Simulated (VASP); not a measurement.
# LiCl (Fm-3m) in VASP: single point with PBE

Aim: the single point of LiCl with PBE.

Everything below comes from runs of VASP 6.6.1. Logs are shortened: lines on timing, memory, paths and dates and some standing lists are left out, and cuts for length are marked.

### 1 The cell of the first run

It takes space group Fm-3m (No. 225, cubic). Conventional cell: a = 5.130 Å, b = 5.130 Å, c = 5.130 Å, α = 90.00°, β = 90.00°, γ = 90.00°. Li (site symmetry m-3m) has 6 Cl at 2.56 Å within 3.4 Å. Cl (site symmetry m-3m) has 6 Li at 2.56 Å within 3.4 Å.

### 2 Single point, PBE

The input, INCAR:

```
PREC = Accurate
ENCUT = 520
EDIFF = 1E-6
ISMEAR = 0
SIGMA = 0.1
LREAL = Auto
LASPH = True
NELM = 80
ALGO = Normal
ISIF = 2
LWAVE = False
LCHARG = True
GGA = PE
LELF = True
LVHAR = True
ISYM = 0
NBANDS = 54
```

The input, KPOINTS:

```
Automatic mesh
0
Gamma
  2 2 2
  0.5 0.5 0.5
```

The input, POSCAR:

```
LiCl
1.0
    5.1295200000      0.0000000000     -5.1295200000
    0.0000000000      5.1295200000     -5.1295200000
    5.1295200000      5.1295200000      0.0000000000
Li Cl
8 8
Direct
    0.5000000000      0.5000000000      0.0000000000
    0.5000000000      0.5000000000      0.5000000000
    0.5000000000      0.0000000000      0.0000000000
    0.5000000000      0.0000000000      0.5000000000
    0.0000000000      0.5000000000      0.0000000000
    0.0000000000      0.5000000000      0.5000000000
    0.0000000000      0.0000000000      0.0000000000
    0.0000000000      0.0000000000      0.5000000000
    0.2500000000      0.2500000000      0.7500000000
    0.2500000000      0.2500000000      0.2500000000
    0.2500000000      0.7500000000      0.7500000000
    0.2500000000      0.7500000000      0.2500000000
    0.7500000000      0.2500000000      0.7500000000
    0.7500000000      0.2500000000      0.2500000000
    0.7500000000      0.7500000000      0.7500000000
    0.7500000000      0.7500000000      0.2500000000
```

Potentials or basis: VASP PAW PBE potentials, release 64 (Li_sv, Cl).

Command:

```
cat potpaw_PBE.64/Li_sv/POTCAR potpaw_PBE.64/Cl/POTCAR > POTCAR
mpirun -np 1 vasp_std > vasp.out
```

OUTCAR:

```text
PREC = Accurate
   ENCUT = 520
   EDIFF = 1E-6
   ISMEAR = 0
   LREAL = Auto
   LASPH = True
   NELM = 80
   ISIF = 2
   GGA = PE
   ISYM = 0

 ion  position               nearest neighbor table
   1  0.500  0.500  0.000-  10 2.56  11 2.56  12 2.56  13 2.56  14 2.56  15 2.56
   2  0.500  0.500  0.500-   9 2.56  11 2.56  12 2.56  13 2.56  14 2.56  16 2.56
   3  0.500  0.000  0.000-   9 2.56  10 2.56  12 2.56  13 2.56  15 2.56  16 2.56
   4  0.500  0.000  0.500-   9 2.56  10 2.56  11 2.56  14 2.56  15 2.56  16 2.56
   5  0.000  0.500  0.000-   9 2.56  10 2.56  11 2.56  14 2.56  15 2.56  16 2.56
   6  0.000  0.500  0.500-   9 2.56  10 2.56  12 2.56  13 2.56  15 2.56  16 2.56
[... 8 lines left out ...]
  15  0.750  0.750  0.750-   1 2.56   3 2.56   4 2.56   5 2.56   6 2.56   8 2.56
  16  0.750  0.750  0.250-   2 2.56   3 2.56   4 2.56   5 2.56   6 2.56   7 2.56

IMPORTANT INFORMATION: All symmetrisations will be switched off!
NOSYMM: (Re-)initialisation of all symmetry stuff for point group C_1.

----------------------------------------------------------------------------------------

                                     Primitive cell

  volume of cell :     269.9356

  direct lattice vectors                    reciprocal lattice vectors
     5.129520000  0.000000000 -5.129520000     0.097475007 -0.097475007 -0.097475007
     0.000000000  5.129520000 -5.129520000    -0.097475007  0.097475007 -0.097475007
     5.129520000  5.129520000  0.000000000     0.097475007  0.097475007  0.097475007

  length of vectors
     7.254236752  7.254236752  7.254236752     0.168831665  0.168831665  0.168831665

  position of ions in fractional coordinates (direct lattice)
     0.500000000  0.500000000  0.000000000
     0.500000000  0.500000000  0.500000000
     0.500000000  0.000000000  0.000000000
     0.500000000  0.000000000  0.500000000
     0.000000000  0.500000000  0.000000000
     0.000000000  0.500000000  0.500000000
[... 8 lines left out ...]
     0.750000000  0.750000000  0.750000000
     0.750000000  0.750000000  0.250000000

  ion indices of the primitive-cell ions
   primitive index   ion index
                 1           1
                 2           2
                 3           3
                 4           4
                 5           5
                 6           6
[... 8 lines left out ...]
                15          15
                16          16

----------------------------------------------------------------------------------------

 KPOINTS: Automatic mesh

Automatic generation of k-mesh.
 Grid dimensions read from file:
 generate k-points for:    2    2    2
[... 61 lines left out ...]
   ISIF   =      2    stress and relaxation
   ISYM   =      0    0-nonsym 1-usesym 2-fastsym
   POTIM  = 0.5000    time-step for ionic-motion
   TEBEG  =    0.0;   TEEND  =   0.0 temperature during run
   PSTRESS=    0.0 pullay stress
   NELECT =      80.0000    total number of electrons
   NUPDOWN=      -1.0000    fix difference up-down
   EMIN   =  10.00;   EMAX   =-10.00  energy-range for DOS
   EFERMI =   0.00;   METHOD = LEGACY
   ISMEAR =     0;   SIGMA  =   0.10  broadening in eV -4-tet -1-fermi 0-gaus
   EFERMI_NEDOS =   21; number of points for ismear=-14 and -15
   IALGO  =     38    algorithm
   IMIX   =      4    mixing-type and parameters
     AMIX     =   0.40;   BMIX     =  1.00
     AMIX_MAG =   1.60;   BMIX_MAG =  1.00
  volume/ion in A,a.u.               =      16.87       113.85
  Fermi-wavevector in a.u.,A,eV,Ry     =   1.091486  2.062609 16.209183  1.191341
  Thomas-Fermi vector in A             =   2.227732
   LORBIT       =      0    0 simple, 1 ext, 2 COOP (PROOUT), +10 PAW based schemes
   GGA     = PE    functional components
   LHFCALC =     F    Hartree Fock is set to
   AEXX    =    0.0000 exact exchange contribution
   IVDW    =     0    specifies the selected vdW correction
   LEPSILON=     F    determine dielectric tensor
   LRPA    =     F    only Hartree local field effects (RPA)
 non-spin polarized calculation
 Gauss-broadening in eV      SIGMA  =   0.10
  energy-cutoff  :      520.00
  volume of cell :      269.94
 maximum number of plane-waves:      7291
 NGX is ok and might be reduce to    54
   NGX = 27   NGY = 27   NGZ = 27

 number of electron      79.9999934 magnetization

 Free energy of the ion-electron system (eV)
  ---------------------------------------------------
  ext. energy  EPLUGINS =         0.00000000
  ---------------------------------------------------
  free energy    TOTEN  =       -59.08579437 eV

  energy without entropy =      -59.08579437  energy(sigma->0) =      -59.08579437

 E-fermi :   0.9925     XC(G=0):  -8.7310

 val. band max:        0.5385058517   @ k =   0.2500   0.2500   0.2500
 cond. band min:       7.3805175633   @ k =   0.2500   0.2500   0.2500
 fundamental gap:      6.8420117116
 Fermi energy:         0.9924622265

 k-point     1 :       0.2500    0.2500    0.2500
  band No.  band energies     occupation
      1     -42.9426      2.00000
      2     -42.9407      2.00000
      3     -42.9402      2.00000
      4     -42.9402      2.00000
      5     -42.9401      2.00000
      6     -42.9397      2.00000
[... 869 lines left out ...]
     51       9.9611      0.00000
     52      10.4613      0.00000
 [bands above 52 left out]

------------------------ aborting loop because EDIFF is reached ----------------------------------------

  FORCE on cell =-STRESS in cart. coord.  units (eV):
  Direction    XX          YY          ZZ          XY          YZ          ZX
  --------------------------------------------------------------------------------------
  -------------------------------------------------------------------------------------
  Total        0.4710028      0.4710248      0.4710156      0.0003026     -0.0002751     -0.0002881
  in kB        2.7955927      2.7957231      2.7956684      0.0017960     -0.0016331     -0.0017099
  external PRESSURE =       2.7956614 kB  Pullay stress =       0.0000000 kB

 VOLUME and BASIS-vectors are now :
 -----------------------------------------------------------------------------
  energy-cutoff  :      520.00
  volume of cell :      269.94
      direct lattice vectors                 reciprocal lattice vectors
     5.129520000  0.000000000 -5.129520000     0.097475007 -0.097475007 -0.097475007
     0.000000000  5.129520000 -5.129520000    -0.097475007  0.097475007 -0.097475007
     5.129520000  5.129520000  0.000000000     0.097475007  0.097475007  0.097475007

 POSITION                                       TOTAL-FORCE (eV/Angst)
 -----------------------------------------------------------------------------------
      2.56476      2.56476     -5.12952        -0.000000      0.000003      0.000001
      5.12952      5.12952     -5.12952        -0.000002     -0.000004     -0.000003
      2.56476      0.00000     -2.56476         0.000004     -0.000002      0.000000
      5.12952      2.56476     -2.56476         0.000004      0.000002     -0.000004
      0.00000      2.56476     -2.56476         0.000001      0.000003     -0.000000
      2.56476      5.12952     -2.56476         0.000004      0.000000     -0.000003
[... 8 lines left out ...]
      7.69428      7.69428     -7.69428        -0.000007      0.000004     -0.000002
      5.12952      5.12952     -7.69428         0.000000     -0.000003      0.000009
 -----------------------------------------------------------------------------------
    total drift:                                0.000005      0.000002      0.000005

  FREE ENERGIE OF THE ION-ELECTRON SYSTEM (eV)
  ---------------------------------------------------
  free  energy   TOTEN  =       -59.0857943681 eV

  energy  without entropy=      -59.0857943680  energy(sigma->0) =      -59.08579437
```

stdout:

```text
POSCAR found type information on POSCAR LiCl
 POSCAR found :  2 types and      16 ions
 scaLAPACK will be used
 LDA part: xc-table for (Slater+PW92), standard interpolation
 POSCAR, INCAR and KPOINTS ok, starting setup
 FFT: planning ... GRIDC
 FFT: planning ... GRID_SOFT
 FFT: planning ... GRID
 WAVECAR not read
 entering main loop
```

It took 8.4 min on 1 thread of AMD EPYC 7R13, shared host; peak memory 0.41 GiB.

What came out:

| Property | Result |
| --- | --- |
| Free energy | -59.0858 eV |
| Band gap on the k mesh | 6.84 eV |

Caveat: the cutoff is under 1.25 times the usual one of these potentials, so pressure, stress and relaxed cells hold a basis-set (Pulay) error; a shifted mesh leaves out Γ, where band edges can lie.
